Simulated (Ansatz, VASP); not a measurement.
## Two plane-wave programs on ZnS

INCAR

```
SYSTEM = ZnS
  PREC = Accurate
  ENCUT = 520
  EDIFF = 1E-6
  ISMEAR = 0
  SIGMA = 0.05
  LREAL = .False.
  LASPH = .True.
  NELM = 100
  ALGO = Normal
  ISIF = 2
  LWAVE = .False.
  LCHARG = .False.
  GGA = PE
  NBANDS = 16
```

Contents of KPOINTS:

```
regular mesh
0
Gamma
  8 8 8
  0 0 0
```

File POSCAR:

```
ZnS
1.0
    0.0000000000      2.7215639840      2.9256812828
    2.7215639840      0.0000000000      2.9256812828
    2.7215639840      2.7215639840      0.0000000000
Zn S
1 1
Direct
    0.0000000000      0.0000000000      0.0000000000
    0.7500000000      0.7500000000      0.7500000000
```

Input for Ansatz:

```yaml
crystal:
  lattice:
    - [0.0, 2.721563984, 2.9256812828]
    - [2.721563984, 0.0, 2.9256812828]
    - [2.721563984, 2.721563984, 0.0]
  atoms:
    - { symbol: Zn, position: [0.0, 0.0, 0.0] }
    - { symbol: S, position: [0.75, 0.75, 0.75] }
basis:
  ecutwfc: 420
kpoints:
  mp_grid: { grid: [8, 8, 8] }
hamiltonian:
  xc: pbe
scf:
  occupations: { method: gaussian, width: 0.05 }
output:
  forces: true
  stress: true
  eigenvalues: true
  write_density: true
  write_potential: true
  elf: true
  volumetric_format: npy
```

Change from the starting cell: strain +0.0750 x Voigt [0, 0, 1, 0, 0, 0], atoms carried along.

Alike in both runs: task single point; functional PBE; k mesh 8 × 8 × 8; occupations gaussian, width 0.05 eV; no spin polarisation.

```csv
,VASP,Ansatz
version,VASP 6.6.1,Ansatz 0.2.0
potentials or method,"VASP PAW PBE potentials, release 64 (Zn, S), cutoff 520 eV","scalar-relativistic, plane waves, PAW"
valence electrons in the cell,18,18
```

Ansatz gave:

```
gap on the k mesh at the Fermi level (eV)                     : 1.60
least direct gap on the mesh (eV)                             : 1.60
pressure (GPa)                                                : -4.4
traceless stress, the component that is largest in VASP (GPa) : -2.28
```

Estimate VASP's values.

gap on the k mesh at the Fermi level (eV): 1.60; least direct gap on the mesh (eV): 1.60; pressure (GPa): -4.3; traceless stress, the component that is largest in VASP (GPa): -2.27.

With one functional, cell and mesh, what is left measures potentials, basis and numerics.
